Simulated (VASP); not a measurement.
The system is CuO.

```
Cu O
1.0
     2.87950    0.00000    0.00000
     0.03907    2.87928    0.00000
     0.01750    0.01724    5.17634
Cu O
2 2
Cartesian
  0.0195 1.4396 0.0000
  1.4485 0.0086 2.5882
  2.8881 0.0177 3.8817
  0.0479 2.8788 1.2947
```

Base run:

| Item | Value |
| --- | --- |
| Program | VASP 6.6.1 |
| Functional | PBEsol |
| Potentials or basis | VASP PAW PBE potentials, release 64 (Cu, O) |
| Cutoff | 520 eV |
| k mesh | 9 × 9 × 5 |
| Occupations | fermi-dirac, width 0.05 eV |
| Spin | no spin polarisation |

Its results: band gap on the k mesh zero (band 17 reaches 5.76 eV, above the bottom of band 18 at 4.81 eV); pressure -1.3 GPa; largest force 0.012 eV/Å.

After a change of settings the same cell gave: band gap on the k mesh zero (band 17 reaches 5.93 eV, above the bottom of band 18 at 4.99 eV); pressure 6.6 GPa; largest force 0.012 eV/Å. Which change was it?
A. k mesh from 9 × 9 × 5 to 8 × 8 × 6; further incar settings from ALGO = Normal; EDIFF = 1e-07; NBANDS = 25 to ALGO = Normal; EDIFF = 1e-06; NBANDS = 25
B. functional from PBEsol to PBE; further incar settings from ALGO = Normal; EDIFF = 1e-07; NBANDS = 25 to ALGO = Normal; EDIFF = 1e-06; NBANDS = 25
C. functional from PBEsol to RPBE

B.

Caveats: semilocal functionals often make such compounds metallic where correlation or magnetic order opens a gap, which also shifts bond lengths; the PAW data sets were made with another functional, which shifts forces and pressure a little (some runs).
